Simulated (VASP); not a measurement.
Crystal: SiO2.

```xyz
6
Lattice="-2.4773 2.4773 3.6557 2.4773 -2.4773 3.6557 2.4773 2.4773 -3.6557" Properties=species:S:1:pos:R:3 pbc="T T T"
Si    0.0000    0.0000    0.0000
Si    0.0000    2.4773    1.8278
O     0.4795    1.2386    0.9139
O     1.2386    2.9568    2.7418
O    -1.2386    1.9978    2.7418
O    -0.4795    3.7159    0.9139
```

```yaml
Program: VASP 6.6.1
Task: relaxation of cell and atoms
Functional: PBE
Potentials_or_basis: VASP PAW PBE potentials, release 64 (Si, O)
Cutoff: 600 eV
k_mesh: 6 × 6 × 6
Occupations: gaussian, width 0.02 eV
Spin: no spin polarisation
```

At the start: pressure 4.3 GPa; volume 14.96 Å³/atom.

Where does the relaxation end?

Over 12 steps the energy falls by 5.5 meV/atom and the volume is 15.57 Å³/atom (+4.1 %); space group I-42d (No. 122, to 0.1 Å) before and after.

The path:
| step | energy change (eV) | largest force (eV/Å) | pressure (GPa) | volume (Å³) |
| --- | --- | --- | --- | --- |
| 1 | 0.0000 | 0.2643 | 4.33 | 89.74 |
| 2 | 0.0289 | 0.4029 | -5.30 | 95.09 |
| 3 | -0.0315 | 0.0267 | 0.00 | 91.93 |
| 4 | -0.0315 | 0.0217 | 0.09 | 91.89 |
| 5 | -0.0316 | 0.0204 | 0.09 | 91.94 |
| 6 | -0.0320 | 0.0170 | 0.07 | 92.08 |
| 7 | -0.0324 | 0.0116 | 0.05 | 92.36 |
| 8 | -0.0327 | 0.0022 | -0.03 | 92.94 |
| 9 | -0.0329 | 0.0025 | 0.05 | 93.00 |
| 10 | -0.0331 | 0.0170 | 0.24 | 93.16 |
| 11 | -0.0332 | 0.0092 | 0.12 | 93.28 |
| 12 | -0.0333 | 0.0019 | 0.01 | 93.40 |

Final structure:
```
Si O
1.0
    -2.51598    2.51598    3.68853
     2.51598   -2.51598    3.68853
     2.51598    2.51598   -3.68853
Si O
2 4
Direct
  0.00000 0.00000 0.00000
  0.75000 0.25000 0.50000
  0.37500 0.21593 0.34093
  0.96593 0.62500 0.84093
  0.78407 0.12500 0.15907
  0.87500 0.03407 0.65907
```
